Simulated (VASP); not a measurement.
## TaN (rocksalt type): single point with LDA

The system is TaN (rocksalt type).

```
Ta N
1.0
     0.00000    1.87350    1.87350
     1.87350    0.00000    1.87350
     1.87350    1.87350    0.00000
Ta N
1 1
Cartesian
  0.0000 0.0000 0.0000
  1.8735 1.8735 1.8735
```

```yaml
Program: VASP 6.6.1
Task: single point
Functional: LDA
Potentials_or_basis: VASP PAW LDA potentials, release 64 (Ta_pv, N)
Cutoff: 520 eV
k_mesh: 15 × 15 × 15
Occupations: fermi-dirac, width 0.05 eV
Spin: no spin polarisation
Dipole_correction: no
Further_INCAR_settings: ALGO = Normal; EDIFF = 1e-07; NBANDS = 15
```

```json
{
  "Pressure": "452.7 GPa",
  "Band gap on the k mesh": "zero (bands 8 and 9 overlap by 7.55 eV)"
}
```

Levels at points of the mesh, in eV from the Fermi level:
```csv
k point,band 6,band 7,band 8,band 9,band 10,band 11
"(0.00, 0.00, 0.00)",-4.98,-4.98,-3.94,-3.94,-3.94,0.14
```

Wall time 12 s on 1 thread of Intel(R) Xeon(R) Platinum 8488C (Sapphire Rapids) (shared host), peak memory 0.14 GiB.

Caveat: the cell stands under pressure; spin-orbit coupling is left out, which moves the levels of the heavy elements.
